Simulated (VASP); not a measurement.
K3I2Br, 6 atoms in the cell. The structure is trigonal, space group P-3m1 (No. 164). The conventional cell has a = 4.947 Å, b = 4.947 Å, c = 12.493 Å, α = 90.00°, β = 90.00°, γ = 120.00°. Within 4.7 Å of K (site symmetry -3m) lie 6 I at 3.60 Å. K (site symmetry 3m) has 3 Br at 3.42 Å and 3 I at 3.60 Å within 4.5 Å. I (site symmetry 3m) has 6 K at 3.60 Å within 4.7 Å. Within 4.5 Å of Br (site symmetry -3m) lie 6 K at 3.42 Å. 

```yaml
Program: VASP 6.6.1
Task: relaxation of the atoms
Functional: LDA
Potentials_or_basis: VASP PAW LDA potentials, release 64 (K_sv, I, Br)
Cutoff: 520 eV
k_mesh: 6 × 6 × 2
Occupations: gaussian, width 0.05 eV
Spin: no spin polarisation
Dipole_correction: no
Further_INCAR_settings: ALGO = Normal; EDIFF = 1e-07; IBRION = 2; EDIFFG = -0.01; NSW = 50
```

Potentials or basis: VASP PAW LDA potentials, release 64 (K_sv, I, Br).

Command:

```console
$ cat potpaw_LDA.64/K_sv/POTCAR potpaw_LDA.64/I/POTCAR potpaw_LDA.64/Br/POTCAR > POTCAR
$ mpirun -np 1 vasp_std > vasp.out
```

Hardware: 1 thread of Intel(R) Xeon(R) Platinum 8259CL CPU @ 2.50GHz (Skylake/Cascade Lake), with other jobs on the host.

Question: How long does it take, and how much memory?

Answer: It took 7.1 min on 1 thread of Intel(R) Xeon(R) Platinum 8259CL CPU @ 2.50GHz (Skylake/Cascade Lake), with other jobs on the host, peak memory 0.37 GiB. Counts: scf iterations 57, k points 14, ion steps 7.
